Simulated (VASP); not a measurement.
# Pb (I4_1/amd) in VASP: further runs

Pb is run at these levels: LDA; tasks: single point.

All numbers are computed with VASP 6.6.1; they aren't measurements. Logs are shortened: lines on timing, memory, paths and dates and some standing lists are left out, and cuts for length are marked.

**1. The cell of the first run**

The structure is tetragonal, space group I4_1/amd (No. 141). The conventional cell has a = 4.863 Å, b = 4.863 Å, c = 6.740 Å, α = 90.00°, β = 90.00°, γ = 90.00°. Within 3.9 Å of Pb (site symmetry -4m2) lie 4 Pb at 2.96 Å.

**2. Single point, LDA (zz strain of -2 %)**

File INCAR:

```
  PREC = Accurate
  ENCUT = 520
  EDIFF = 1E-6
  ISMEAR = -1
  SIGMA = 0.05
  LREAL = F
  LASPH = T
  NELM = 100
  ALGO = Normal
  ISIF = 2
  LWAVE = F
  LCHARG = F
  GGA = CA
  NBANDS = 21
```

File KPOINTS:

```
regular mesh
0
Gamma
  8 8 8
```

File POSCAR:

```
Pb
1.0
    0.0000000000      3.4390000555      3.3702200544
    3.4390000555      0.0000000000      3.3702200544
    3.4390000555      3.4390000555      0.0000000000
Pb
2
Direct
    0.0000000000      0.0000000000      0.0000000000
    0.2500000000      0.2500000000      0.2500000000
```

Potentials or basis: VASP PAW LDA potentials, release 64 (Pb_d).

The run is started by

```sh
$ cat potpaw_LDA.64/Pb_d/POTCAR > POTCAR
$ mpirun -np 1 vasp_std > vasp.out
```

OUTCAR:

```text
PREC = Accurate
   ENCUT = 520
   EDIFF = 1E-6
   ISMEAR = -1
   LREAL = F
   LASPH = T
   NELM = 100
   ISIF = 2
   GGA = CA

 ion  position               nearest neighbor table
   1  0.000  0.000  0.000-   2 2.96   2 2.96   2 2.96   2 2.96
   2  0.250  0.250  0.250-   1 2.96   1 2.96   1 2.96   1 2.96

  LATTYP: Found a body centered tetragonal cell.
 ALAT       =     4.8634805195
 C/A-ratio  =     1.3859292911

  Lattice vectors:

 A1 = (   0.0000000000,  -3.4390000555,  -3.3702200544)
 A2 = (   0.0000000000,   3.4390000555,  -3.3702200544)
 A3 = (   3.4390000555,   0.0000000000,   3.3702200544)

Analysis of symmetry for initial positions (statically):
=====================================================================
 Subroutine PRICEL returns:
 Original cell was already a primitive cell.

 Routine SETGRP: Setting up the symmetry group for a
 body centered tetragonal supercell.

 Subroutine GETGRP returns: Found 16 space group operations
 (whereof  8 operations were pure point group operations)
 out of a pool of 16 trial point group operations.

The static configuration has the point symmetry D_2d.
 The point group associated with its full space group is D_4h.

Analysis of symmetry for dynamics (positions and initial velocities):
=====================================================================
 Subroutine PRICEL returns:
 Original cell was already a primitive cell.

 Routine SETGRP: Setting up the symmetry group for a
 body centered tetragonal supercell.

 Subroutine GETGRP returns: Found 16 space group operations
 (whereof  8 operations were pure point group operations)
 out of a pool of 16 trial point group operations.

The dynamic configuration has the point symmetry D_2d.
 The point group associated with its full space group is D_4h.

 Subroutine INISYM returns: Found 16 space group operations
 (whereof  8 operations are pure point group operations),
 and found     1 'primitive' translations

----------------------------------------------------------------------------------------

                                     Primitive cell

  volume of cell :      79.7173

  direct lattice vectors                    reciprocal lattice vectors
     0.000000000  3.439000056  3.370220054    -0.145391100  0.145391100  0.148358265
     3.439000056  0.000000000  3.370220054     0.145391100 -0.145391100  0.148358265
     3.439000056  3.439000056  0.000000000     0.145391100  0.145391100 -0.148358265

  length of vectors
     4.815091338  4.815091338  4.863480519     0.253549440  0.253549440  0.253549440

  position of ions in fractional coordinates (direct lattice)
     0.000000000  0.000000000  0.000000000
     0.250000000  0.250000000  0.250000000

  ion indices of the primitive-cell ions
   primitive index   ion index
                 1           1
                 2           2

----------------------------------------------------------------------------------------

 KPOINTS: regular mesh

Automatic generation of k-mesh.
 Grid dimensions read from file:
 generate k-points for:    8    8    8

 Generating k-lattice:

  Cartesian coordinates                     Fractional coordinates (reciprocal lattice)
    -0.018173887  0.018173887  0.018544783     0.125000000  0.000000000  0.000000000
     0.018173887 -0.018173887  0.018544783     0.000000000  0.125000000  0.000000000
     0.018173887  0.018173887 -0.018544783     0.000000000  0.000000000  0.125000000

  Length of vectors
     0.031693680  0.031693680  0.031693680

  Shift w.r.t. Gamma in fractional coordinates (k-lattice)
     0.000000000  0.000000000  0.000000000

 Subroutine IBZKPT returns following result:
 ===========================================

 Found     59 irreducible k-points:

 Following reciprocal coordinates:
            Coordinates               Weight
  0.000000  0.000000  0.000000      1.000000
  0.125000  0.000000  0.000000      8.000000
  0.250000  0.000000  0.000000      8.000000
  0.375000  0.000000  0.000000      8.000000
  0.500000  0.000000  0.000000      4.000000
  0.125000  0.125000  0.000000      2.000000
[... 16 lines left out ...]
  0.250000  0.000000  0.125000     16.000000
  0.375000  0.000000  0.125000     16.000000
 [... further k-points ...]
   k-points           NKPTS =     59   k-points in BZ     NKDIM =     59   number of bands    NBANDS=     21
   number of dos      NEDOS =    301   number of ions     NIONS =      2
   total plane-waves  NPLWV =  46656
   dimension x,y,z NGX =    36 NGY =   36 NGZ =   36
   dimension x,y,z NGXF=    72 NGYF=   72 NGZF=   72
   ions per type =               2
   NGX,Y,Z   is equivalent  to a cutoff of  12.43, 12.43, 12.31 a.u.
   NGXF,Y,Z  is equivalent  to a cutoff of  24.86, 24.86, 24.61 a.u.
 SYSTEM =  unknown system
   PREC   = accura    normal or accurate (medium, high low for compatibility)
   ISTART =      0    job   : 0-new  1-cont  2-samecut
   ICHARG =      2    charge: 1-file 2-atom 10-const
[... 37 lines left out ...]
 non-spin polarized calculation
  energy-cutoff  :      520.00
  volume of cell :       79.72
 maximum number of plane-waves:      2170
   NGX = 17   NGY = 17   NGZ = 19

 number of electron      28.0000006 magnetization

 Free energy of the ion-electron system (eV)
  ---------------------------------------------------
  ext. energy  EPLUGINS =         0.00000000
  ---------------------------------------------------
  free energy    TOTEN  =        -7.89293809 eV

  energy without entropy =       -7.88912215  energy(sigma->0) =       -7.89103012

 E-fermi :   4.2798     XC(G=0):  -8.8496

 val. band max:        4.2468459591   @ k =  -0.1250   0.1250   0.0000
 cond. band min:       4.3190806721   @ k =   0.1250   0.0000   0.0000
 fundamental gap:      0.0722347131
 Fermi energy:         4.2797754180

 k-point     1 :       0.0000    0.0000    0.0000
  band No.  band energies     occupation
      1     -12.9680      2.00000
      2     -12.9549      2.00000
      3     -12.9549      2.00000
      4     -12.8793      2.00000
      5     -12.8725      2.00000
      6     -12.4271      2.00000
[... 13 lines left out ...]
     20      12.0941      0.00000
     21      12.0943      0.00000

 k-point     2 :       0.1250    0.0000    0.0000
  band No.  band energies     occupation
      1     -12.9804      2.00000
      2     -12.9712      2.00000
      3     -12.9549      2.00000
      4     -12.8554      2.00000
      5     -12.8500      2.00000
      6     -12.4506      2.00000
[... 13 lines left out ...]
     20      11.4804      0.00000
     21      11.5596      0.00000

 k-point     3 :       0.2500    0.0000    0.0000
  band No.  band energies     occupation
      1     -13.0015      2.00000
      2     -12.9913      2.00000
      3     -12.9467      2.00000
      4     -12.8184      2.00000
      5     -12.8143      2.00000
      6     -12.4825      2.00000
[... 13 lines left out ...]
     20      11.3487      0.00000
     21      11.4215      0.00000

 k-point     4 :       0.3750    0.0000    0.0000
  band No.  band energies     occupation
      1     -13.0135      2.00000
      2     -13.0012      2.00000
      3     -12.9372      2.00000
      4     -12.7951      2.00000
      5     -12.7919      2.00000
      6     -12.5012      2.00000
[... 13 lines left out ...]
     20      11.9802      0.00000
     21      12.0229      0.00000

 k-point     5 :       0.5000    0.0000    0.0000
  band No.  band energies     occupation
      1     -13.0168      2.00000
      2     -13.0036      2.00000
      3     -12.9331      2.00000
      4     -12.7885      2.00000
      5     -12.7856      2.00000
      6     -12.5069      2.00000
[... 13 lines left out ...]
     20      12.1722      0.00000
     21      12.6783      0.00000
[... 382 lines left out ...]
     20      12.5290      0.00000
     21      14.5037      0.00000

 k-point    22 :       0.1250    0.0000    0.1250
  band No.  band energies     occupation
      1     -12.9799      2.00000
      2     -12.9729      2.00000
      3     -12.9677      2.00000
      4     -12.8563      2.00000
      5     -12.8269      2.00000
      6     -12.5045      2.00000
[... 13 lines left out ...]
     20      10.4810      0.00000
     21      12.4619      0.00000

 k-point    23 :       0.2500    0.0000    0.1250
  band No.  band energies     occupation
      1     -13.0046      2.00000
      2     -12.9894      2.00000
      3     -12.9572      2.00000
      4     -12.8269      2.00000
      5     -12.7847      2.00000
      6     -12.5519      2.00000
[... 13 lines left out ...]
     20      10.7269      0.00000
     21      12.2375      0.00000

 k-point    24 :       0.3750    0.0000    0.1250
  band No.  band energies     occupation
      1     -13.0260      2.00000
      2     -13.0061      2.00000
      3     -12.9309      2.00000
      4     -12.7947      2.00000
      5     -12.7579      2.00000
      6     -12.5735      2.00000
[... 13 lines left out ...]
     20      11.7097      0.00000
     21      12.5616      0.00000

 [... further k-points ...]

------------------------ aborting loop because EDIFF is reached ----------------------------------------

  FORCE on cell =-STRESS in cart. coord.  units (eV):
  Direction    XX          YY          ZZ          XY          YZ          ZX
  --------------------------------------------------------------------------------------
  -------------------------------------------------------------------------------------
  Total       -0.0960879     -0.0960879      0.0225637      0.0000000      0.0000000      0.0000000
  in kB       -1.9311967     -1.9311967      0.4534907      0.0000000      0.0000000      0.0000000
  external PRESSURE =      -1.1363009 kB  Pullay stress =       0.0000000 kB

 VOLUME and BASIS-vectors are now :
 -----------------------------------------------------------------------------
  energy-cutoff  :      520.00
  volume of cell :       79.72
      direct lattice vectors                 reciprocal lattice vectors
     0.000000000  3.439000056  3.370220054    -0.145391100  0.145391100  0.148358265
     3.439000056  0.000000000  3.370220054     0.145391100 -0.145391100  0.148358265
     3.439000056  3.439000056  0.000000000     0.145391100  0.145391100 -0.148358265

 POSITION                                       TOTAL-FORCE (eV/Angst)
 -----------------------------------------------------------------------------------
      0.00000      0.00000      0.00000        -0.000000     -0.000000     -0.000000
      1.71950      1.71950      1.68511         0.000000      0.000000      0.000000
 -----------------------------------------------------------------------------------
    total drift:                                0.000000      0.000000      0.000000

  FREE ENERGIE OF THE ION-ELECTRON SYSTEM (eV)
  ---------------------------------------------------
  free  energy   TOTEN  =        -7.8929380926 eV

  energy  without entropy=       -7.8891221463  energy(sigma->0) =       -7.89103012
```

It took 42 s on 1 thread of AMD EPYC 9R45 (Zen 5), shared host; peak memory 0.18 GiB.

What came out:

| Item | Value |
| --- | --- |
| Free energy | -7.8929 eV |
| Pressure | -0.1 GPa |
| Band gap on the k mesh | zero (bands 14 and 15 overlap by 1.08 eV) |

Stress tensor (GPa, compression positive):
```
-0.19  0.00  0.00
 0.00 -0.19  0.00
 0.00  0.00  0.05
```

Caveat: the cell differs from its parent crystal (zz strain of -2 %); spin-orbit coupling is left out, which moves the levels of the heavy elements.

**3. Single point, LDA (equal xx and yy strain of -1 %)**

File INCAR:

```
PREC = Accurate
ENCUT = 520
EDIFF = 1E-6
ISMEAR = -1
SIGMA = 0.05
LREAL = False
LASPH = True
NELM = 80
ALGO = Normal
ISIF = 2
LWAVE = False
LCHARG = False
NBANDS = 21
```

KPOINTS is that of step 2.

File POSCAR:

```
Pb
1.0
    0.0000000000      3.4046100549      3.4390000555
    3.4046100549      0.0000000000      3.4390000555
    3.4046100549      3.4046100549      0.0000000000
Pb
2
Direct
    0.0000000000      0.0000000000      0.0000000000
    0.2500000000      0.2500000000      0.2500000000
```

Potentials or basis: VASP PAW LDA potentials, release 64 (Pb_d).

The run is started by

```sh
$ cat potpaw_LDA.64/Pb_d/POTCAR > POTCAR
$ mpirun -np 1 vasp_std > vasp.out
```

Wall time 42 s (1 thread of AMD EPYC 9R45 (Zen 5), shared host); peak memory 0.19 GiB.

The run converged. Its results:

```yaml
Free_energy: -7.8935 eV
Pressure: -0.1 GPa
Band_gap_on_the_k_mesh: zero (bands 14 and 15 overlap by 1.17 eV)
```

Stress tensor (GPa, compression positive):
```
-0.06  0.00  0.00
 0.00 -0.06  0.00
 0.00  0.00 -0.16
```

Levels at points of the mesh, in eV from the Fermi level:
| k point | band 11 | band 12 | band 13 | band 14 | band 15 | band 16 | band 17 | band 18 |
| --- | --- | --- | --- | --- | --- | --- | --- | --- |
| (0.00, 0.00, 0.00) | -11.33 | -3.90 | 0.32 | 0.38 | 0.38 | 2.35 | 2.35 | 2.39 |
| (0.50, 0.00, 0.00) | -9.93 | -7.20 | -1.04 | -0.86 | -0.79 | 3.48 | 3.51 | 5.31 |
| (0.50, 0.50, 0.00) | -8.61 | -8.61 | -2.05 | -2.05 | 0.80 | 0.80 | 7.20 | 7.20 |
| (0.50, 0.00, 0.50) | -8.59 | -8.59 | -2.10 | -2.10 | 0.75 | 0.75 | 7.22 | 7.22 |

Caveat: the cell differs from its parent crystal (equal xx and yy strain of -1 %); spin-orbit coupling is left out, which moves the levels of the heavy elements.

**4. Single point, LDA (zz strain of -1 %)**

File INCAR:

```
SYSTEM = Pb
ALGO     = Normal         ! electronic algorithm
EDIFF    = 1E-7           ! SCF threshold, eV
ENCUT    = 520            ! plane-wave cutoff, eV
GGA      = CA             ! functional
ISIF     = 2              ! what is computed and relaxed
ISMEAR   = -1             ! smearing method
LASPH    = .TRUE.         ! aspherical terms in the spheres
LCHARG   = .FALSE.        ! write CHGCAR
LREAL    = .FALSE.        ! projectors in reciprocal space
LWAVE    = .FALSE.        ! write WAVECAR
NBANDS   = 21             ! bands
NELM     = 80             ! most SCF steps
PREC     = Accurate       ! precision mode
SIGMA    = 0.05           ! smearing width, eV
```

File KPOINTS:

```
k-points
0
G
  8 8 8
  0 0 0
```

File POSCAR:

```
Pb
1.0
    0.0000000000      3.4390000555      3.4046100549
    3.4390000555      0.0000000000      3.4046100549
    3.4390000555      3.4390000555      0.0000000000
Pb
2
Direct
    0.0000000000      0.0000000000      0.0000000000
    0.2500000000      0.2500000000      0.2500000000
```

The run is started by

```sh
$ cat potpaw_LDA.64/Pb_d/POTCAR > POTCAR
$ mpirun -np 1 vasp_std > vasp.out
```

It took 46 s on 1 thread of AMD EPYC 9R45 (Zen 5), shared host; peak memory 0.18 GiB.

It converged, with:

```yaml
Free_energy: -7.8926 eV
Pressure: -0.4 GPa
Band_gap_on_the_k_mesh: zero (bands 14 and 15 overlap by 1.11 eV)
```

Stress tensor (GPa, compression positive):
```
-0.45  0.00  0.00
 0.00 -0.45  0.00
 0.00  0.00 -0.33
```

Levels at points of the mesh, in eV from the Fermi level:
```csv
k point,band 12,band 13,band 14,band 15,band 16,band 17
"(0.00, 0.00, 0.00)",-3.95,0.33,0.33,0.40,2.33,2.37
"(0.50, 0.00, 0.00)",-7.18,-1.04,-0.84,-0.78,3.46,3.49
"(0.50, 0.50, 0.00)",-8.56,-2.09,-2.09,0.74,0.74,7.17
"(0.50, 0.00, 0.50)",-8.58,-2.04,-2.04,0.79,0.79,7.14
```

Caveat: the cell differs from its parent crystal (zz strain of -1 %); spin-orbit coupling is left out, which moves the levels of the heavy elements.

**5. Single point, LDA (zz strain of +1 %)**

File INCAR:

```
PREC = Accurate
ENCUT = 520
EDIFF = 1E-7
ISMEAR = -1
SIGMA = 0.05
LREAL = F
LASPH = T
NELM = 60
ALGO = Normal
ISIF = 2
LWAVE = F
LCHARG = F
GGA = CA
NBANDS = 21
```

File KPOINTS:

```
Automatic mesh
0
Gamma
  8 8 8
```

File POSCAR:

```
Pb
1.0
    0.0000000000      3.4390000555      3.4733900561
    3.4390000555      0.0000000000      3.4733900561
    3.4390000555      3.4390000555      0.0000000000
Pb
2
Direct
    0.0000000000      0.0000000000      0.0000000000
    0.2500000000      0.2500000000      0.2500000000
```

The run is started by

```sh
$ cat potpaw_LDA.64/Pb_d/POTCAR > POTCAR
$ mpirun -np 1 vasp_std > vasp.out
```

Run time: 51 s. Hardware: 1 thread of AMD EPYC 9R45 (Zen 5), shared host; peak memory 0.19 GiB.

It converged, with:

```
Free energy            : -7.8860 eV
Pressure               : -1.0 GPa
Band gap on the k mesh : zero (bands 14 and 15 overlap by 1.12 eV)
```

Stress tensor (GPa, compression positive):
```
-0.98  0.00  0.00
 0.00 -0.98  0.00
 0.00  0.00 -1.09
```

Levels at points of the mesh, in eV from the Fermi level:
```
           k point  band 12  band 13  band 14  band 15  band 16  band 17
(0.00, 0.00, 0.00)    -4.06     0.31     0.37     0.37     2.33     2.33
(0.50, 0.00, 0.00)    -7.15    -1.04    -0.82    -0.76     3.44     3.47
(0.50, 0.50, 0.00)    -8.54    -1.97    -1.97     0.81     0.81     7.01
(0.50, 0.00, 0.50)    -8.52    -2.01    -2.01     0.77     0.77     7.03
```

Caveat: the cell differs from its parent crystal (zz strain of +1 %); spin-orbit coupling is left out, which moves the levels of the heavy elements.

**6. Single point, LDA (zz strain of +2 %)**

File INCAR:

```
SYSTEM = Pb
PREC = Accurate
ENCUT = 520
EDIFF = 1E-6
ISMEAR = -1
SIGMA = 0.05
LREAL = .FALSE.
LASPH = .TRUE.
NELM = 100
ALGO = Normal
ISIF = 2
LWAVE = .FALSE.
LCHARG = .FALSE.
GGA = CA
NBANDS = 21
```

File KPOINTS:

```
Automatic mesh
0
G
  8 8 8
  0 0 0
```

File POSCAR:

```
Pb
1.0
    0.0000000000      3.4390000555      3.5077800566
    3.4390000555      0.0000000000      3.5077800566
    3.4390000555      3.4390000555      0.0000000000
Pb
2
Direct
    0.0000000000      0.0000000000      0.0000000000
    0.2500000000      0.2500000000      0.2500000000
```

Potentials or basis: VASP PAW LDA potentials, release 64 (Pb_d).

The run is started by

```sh
$ cat potpaw_LDA.64/Pb_d/POTCAR > POTCAR
$ mpirun -np 1 vasp_std > vasp.out
```

Wall time 51 s (1 thread of AMD EPYC 9R45 (Zen 5), shared host); peak memory 0.2 GiB.

It converged, with:

```
Free energy            : -7.8799 eV
Pressure               : -1.3 GPa
Band gap on the k mesh : zero (bands 14 and 15 overlap by 1.10 eV)
```

Stress tensor (GPa, compression positive):
```
-1.25  0.00  0.00
 0.00 -1.25  0.00
 0.00  0.00 -1.48
```

Levels at points of the mesh, in eV from the Fermi level:
| k point | band 10 | band 11 | band 12 | band 13 | band 14 | band 15 | band 16 | band 17 | band 18 | band 19 |
| --- | --- | --- | --- | --- | --- | --- | --- | --- | --- | --- |
| (0.00, 0.00, 0.00) | -16.64 | -11.08 | -4.10 | 0.27 | 0.39 | 0.39 | 2.31 | 2.31 | 2.40 | 3.98 |
| (0.50, 0.00, 0.00) | -16.58 | -9.77 | -7.13 | -1.04 | -0.83 | -0.71 | 3.42 | 3.47 | 5.34 | 7.00 |
| (0.50, 0.50, 0.00) | -16.55 | -8.52 | -8.52 | -1.90 | -1.90 | 0.85 | 0.85 | 6.95 | 6.95 | 7.96 |
| (0.50, 0.00, 0.50) | -16.56 | -8.48 | -8.48 | -1.99 | -1.99 | 0.76 | 0.76 | 6.98 | 6.98 | 7.99 |

Caveat: the cell differs from its parent crystal (zz strain of +2 %); spin-orbit coupling is left out, which moves the levels of the heavy elements.

**7. Summary**

| cell | gap on the mesh (eV) | pressure (GPa) |
| --- | --- | --- |
| a = 4.815, b = 4.815, c = 4.863 Å, angles 59.7, 59.7, 60.7°, 2 atoms | none | -0.1 |
| a = 4.839, b = 4.839, c = 4.815 Å, angles 60.2, 60.2, 59.7°, 2 atoms | none | -0.1 |
| a = 4.839, b = 4.839, c = 4.863 Å, angles 59.8, 59.8, 60.3°, 2 atoms | none | -0.4 |
| a = 4.888, b = 4.888, c = 4.863 Å, angles 60.2, 60.2, 59.7°, 2 atoms | none | -1.0 |
| a = 4.912, b = 4.912, c = 4.863 Å, angles 60.3, 60.3, 59.3°, 2 atoms | none | -1.3 |

Alike in all rows: task single point; level LDA; potentials or basis VASP PAW LDA potentials, release 64 (Pb_d); no spin polarisation; k mesh 8 × 8 × 8; cutoff (eV) 520; smearing fermi-dirac 0.05 eV.

Caveats: spin-orbit coupling is left out, which moves the levels of the heavy elements.

Absolute energies hang on the potentials; compare differences alone.
